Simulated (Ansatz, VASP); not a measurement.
MgSe3 in VASP and in Ansatz

File INCAR:

```
PREC = Accurate ; ENCUT = 600
EDIFF = 1E-6 ; ISMEAR = 0
SIGMA = 0.1 ; LREAL = F
LASPH = T ; NELM = 60
ALGO = Normal ; ISIF = 3
LWAVE = F ; LCHARG = F
GGA = PE ; IBRION = 2
NSW = 100 ; EDIFFG = -0.01
```

Contents of KPOINTS:

```
Automatic mesh
0
Gamma
  12 12 14
```

Contents of POSCAR:

```
MgSe3
1.0
    5.5069971606      0.0000000000      0.0000000000
   -2.7534985803      4.7691994396      0.0000000000
    0.0000000000      0.0000000000      3.5696864786
Mg Se
1 3
Direct
    0.0000000000      0.0000000000      0.0000000000
    0.5000000000      0.0000000000      0.5000000000
    0.0000000000      0.5000000000      0.5000000000
    0.5000000000      0.5000000000      0.5000000000
```

Input for Ansatz:

```yaml
crystal:
  lattice:
    - [5.5069971606, 0.0, 0.0]
    - [-2.7534985803, 4.7691994396, 0.0]
    - [0.0, 0.0, 3.5696864786]
  atoms:
    - { symbol: Mg, position: [0.0, 0.0, 0.0] }
    - { symbol: Se, position: [0.5, 0.0, 0.5] }
    - { symbol: Se, position: [0.0, 0.5, 0.5] }
    - { symbol: Se, position: [0.5, 0.5, 0.5] }
basis:
  ecutwfc: 420
kpoints:
  mp_grid: { grid: [12, 12, 14] }
hamiltonian:
  xc: pbe
scf:
  occupations: { method: gaussian, width: 0.1 }
output:
  forces: true
  stress: true
  eigenvalues: true
  write_density: true
  write_potential: true
  elf: true
  volumetric_format: npy
relax:
  adjacent_minimum: "off"
  f_tol: 0.01
  max_steps: 80
  cell: { stress_tol: 0.05 }
```

Alike in both runs: task relaxation of cell and atoms; functional PBE; k mesh 12 × 12 × 14; occupations gaussian, width 0.1 eV; no spin polarisation.

|  | VASP | Ansatz |
| --- | --- | --- |
| version | VASP 6.6.1 | Ansatz 0.2.0 |
| potentials or method | VASP PAW PBE potentials, release 64 (Mg, Se), cutoff 600 eV | scalar-relativistic, plane waves, PAW |
| valence electrons in the cell | 20 | 58 |

Ansatz gave:

```
gap on the k mesh at the Fermi level, each at its own relaxed structure (eV) : none
relaxed volume (Å³/atom)                                                     : 23.43
relaxed cell length with the largest relative difference (Å)                 : 3.585
```

Question: Estimate VASP's values.

Answer: gap on the k mesh at the Fermi level, each at its own relaxed structure (eV): none; relaxed volume (Å³/atom): 23.40; relaxed cell length with the largest relative difference (Å): 3.582.

A gap of «none» marks a metal or a gap that the smearing closes. VASP's potentials hold 20 valence electrons a cell and Ansatz's 58, so a difference there can come from the potentials and not from the codes.
